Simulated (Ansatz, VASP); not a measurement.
Rh: VASP beside Ansatz

Contents of INCAR:

```
SYSTEM = Rh
PREC = Accurate ; ENCUT = 520
EDIFF = 1E-6 ; ISMEAR = 0
SIGMA = 0.15 ; LREAL = .False.
LASPH = .True. ; NELM = 100
ALGO = Fast ; ISIF = 2
LWAVE = .False. ; LCHARG = .False.
GGA = CA ; NBANDS = 38
```

KPOINTS

```
Automatic mesh
0
Gamma
  18 18 6
  0 0 0
```

File POSCAR:

```
Rh
1.0
    2.6086300165      0.0000000000      0.0000000000
   -1.3043150082      2.0902279086      0.0000000000
    0.0000000000      0.0000000000      9.6202383977
Rh
4
Direct
    0.0000000000      0.0000000000      0.0000000000
    0.3333333333      0.6666666667      0.2500000000
    0.0000000000      0.0000000000      0.5000000000
    0.6666666667      0.3333333333      0.7500000000
```

Input for Ansatz:

```yaml
crystal:
  lattice:
    - [2.6086300165, 0.0, 0.0]
    - [-1.3043150082, 2.0902279086, 0.0]
    - [0.0, 0.0, 9.6202383977]
  atoms:
    - { symbol: Rh, position: [0.0, 0.0, 0.0] }
    - { symbol: Rh, position: [0.3333333333, 0.6666666667, 0.25] }
    - { symbol: Rh, position: [0.0, 0.0, 0.5] }
    - { symbol: Rh, position: [0.6666666667, 0.3333333333, 0.75] }
basis:
  ecutwfc: 420
kpoints:
  mp_grid: { grid: [18, 18, 6] }
hamiltonian:
  xc: lda
  pseudopotentials: { kind: paw, azcp: { folder: soft_1 } }
scf:
  occupations: { method: gaussian, width: 0.15 }
output:
  forces: true
  stress: true
  eigenvalues: true
```

Change from the starting cell: strain +e along x and -e along y +0.0367, strain +e along z and -e/2 along x and y +0.1100.

Alike in both runs: task single point; functional LDA; k mesh 18 × 18 × 6; occupations gaussian, width 0.15 eV; no spin polarisation.

|  | VASP | Ansatz |
| --- | --- | --- |
| version | VASP 6.6.1 | Ansatz 0.2.0 |
| potentials or method | VASP PAW LDA potentials, release 64 (Rh_pv), cutoff 520 eV | scalar-relativistic, plane waves, PAW |
| valence electrons in the cell | 60 | 68 |

```csv
,VASP,Ansatz,Ansatz less VASP
gap on the k mesh at the Fermi level (eV),none,none,-
pressure (GPa),17.3,16.3,-1.02
"traceless stress, the component that is largest in VASP (GPa)",-44.69,-44.41,+0.278
rms of the force components (eV/Å),0.029,0.028,-0.0010
```

Ansatz warns that its potentials were made for another functional, while VASP's fit it. LDA's correlation is that of Perdew and Zunger in VASP and of Perdew and Wang (1992) in Ansatz. Atom by atom the forces differ by 0.001 eV/Å (rms over components). A gap of «none» marks a metal or a gap that the smearing closes. VASP's potentials hold 60 valence electrons a cell and Ansatz's 68, so a difference there can come from the potentials and not from the codes.
